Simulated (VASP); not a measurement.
CdS, 2 atoms in the cell. The structure is cubic, space group Fm-3m (No. 225). Conventional cell: a = 5.454 Å, b = 5.454 Å, c = 5.454 Å, α = 90.00°, β = 90.00°, γ = 90.00°. Within 3.6 Å of Cd (site symmetry m-3m) lie 6 S at 2.73 Å. Within 3.6 Å of S (site symmetry m-3m) lie 6 Cd at 2.73 Å. 

* Program: VASP 6.6.1
* Task: single point
* Functional: r2SCAN
* Potentials or basis: VASP PAW PBE potentials, release 64 (Cd, S)
* Cutoff: 520 eV
* k mesh: 6 × 6 × 6
* Occupations: fermi-dirac, width 0.01 eV
* Spin: no spin polarisation
* Dipole correction: no
* Further INCAR settings: ALGO = Normal; EDIFF = 1e-07; NBANDS = 16

Potentials or basis: VASP PAW PBE potentials, release 64 (Cd, S).

Launch:

```console
$ cat potpaw_PBE.64/Cd/POTCAR potpaw_PBE.64/S/POTCAR > POTCAR
$ cp INCAR.step1 INCAR
$ mpirun -np 1 vasp_std > vasp.out
$ cp INCAR.step2 INCAR
$ mpirun -np 1 vasp_std > vasp.out
```

Hardware: 1 thread of Intel(R) Xeon(R) Platinum 8259CL CPU @ 2.50GHz (Skylake/Cascade Lake), with other jobs on the host.

Q: Estimate the wall time of this run.

A: Run time: 65 s on 1 thread of Intel(R) Xeon(R) Platinum 8259CL CPU @ 2.50GHz (Skylake/Cascade Lake) (shared host), peak memory 0.17 GiB. Counts: k points 16.
